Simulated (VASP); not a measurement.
Set up this calculation in VASP 6.6.1, as the native input.

| Property | Result |
| --- | --- |
| Task | single point |
| Functional | PBE |
| Potentials or basis | VASP PAW PBE potentials, release 64 (Na_pv, H) |
| Cutoff | 520 eV |
| k mesh | 10 × 10 × 10 |
| Occupations | fermi-dirac, width 0.02 eV |
| Spin | no spin polarisation |
| Dipole correction | no |
| Further INCAR settings | ALGO = Normal; EDIFF = 1e-06; NBANDS = 11 |

The structure of NaH lies in POSCAR:

```
NaH
1.0
    0.0000000000      2.3442875145      2.4239304455
    2.3442875145      0.0000000000      2.4239304455
    2.3442875145      2.3442875145      0.0000000000
Na H
1 1
Direct
    0.0000000000      0.0000000000      0.0000000000
    0.5000000000      0.5000000000      0.5000000000
```

This cell differs from its parent crystal: epitaxial xy strain -2.2%.

These files were run (other wordings do the same):

INCAR

```
SYSTEM = NaH
PREC = Accurate
ENCUT = 520
EDIFF = 1E-6
ISMEAR = -1
SIGMA = 0.02
LREAL = .False.
LASPH = .True.
NELM = 60
ALGO = Normal
ISIF = 2
LWAVE = .False.
LCHARG = .False.
GGA = PE
NBANDS = 11
```

KPOINTS

```
Automatic mesh
0
Gamma
  10 10 10
  0 0 0
```

Potentials or basis: VASP PAW PBE potentials, release 64 (Na_pv, H).

The run is started by

```bash
$ cat potpaw_PBE.64/Na_pv/POTCAR potpaw_PBE.64/H/POTCAR > POTCAR
$ mpirun -np 1 vasp_std > vasp.out
```

It gave:

| Quantity | Value |
| --- | --- |
| Pressure | 1.5 GPa |
| Band gap on the k mesh | 3.85 eV, indirect (least direct gap 4.74 eV) |

Caveat: the cell differs from its parent crystal (epitaxial xy strain -2.2%).

Wall time 21 s on 1 thread of Intel(R) Xeon(R) Platinum 8488C (Sapphire Rapids) (shared host), peak memory 0.16 GiB.
